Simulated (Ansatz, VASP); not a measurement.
# CdS3: VASP beside Ansatz

```
Cd S
1.0
     7.04822    0.00000    0.00000
    -3.52411    6.10394    0.00000
     0.00000    0.00000    3.56816
Cd S
2 6
Direct
  0.66667 0.33333 0.25000
  0.33333 0.66667 0.75000
  0.15542 0.31084 0.25000
  0.84458 0.15542 0.75000
  0.68916 0.84458 0.25000
  0.84458 0.68916 0.75000
  0.15542 0.84458 0.25000
  0.31084 0.15542 0.75000
```

Change from the starting cell: species swapped into the PrBr3 type (P6_3/m, No. 176).

Alike in both runs: functional PBE; k mesh 3 × 3 × 6; occupations gaussian, width 0.1 eV; no spin polarisation.

Ansatz relaxed the structure, and its values are those at the end. VASP's run is a single point on that final structure, the one shown.

```csv
,VASP,Ansatz
version,VASP 6.6.1,Ansatz 0.2.0
potentials or method,"VASP PAW PBE potentials, release 64 (Cd, S), cutoff 500 eV","scalar-relativistic, plane waves, PAW"
valence electrons in the cell,60,76
```

|  | VASP | Ansatz | Ansatz less VASP |
| --- | --- | --- | --- |
| gap on the k mesh at the Fermi level (eV) | none | none | - |
| pressure (GPa) | 0.1 | 0.0 | -0.10 |
| rms of the force components (eV/Å) | 0.013 | 0.001 | -0.0123 |

A gap of «none» marks a metal or a gap that the smearing closes. The functional is the same, so the differences come from potentials, cutoffs and numerics. VASP's potentials hold 60 valence electrons a cell and Ansatz's 76, so a difference there can come from the potentials and not from the codes.
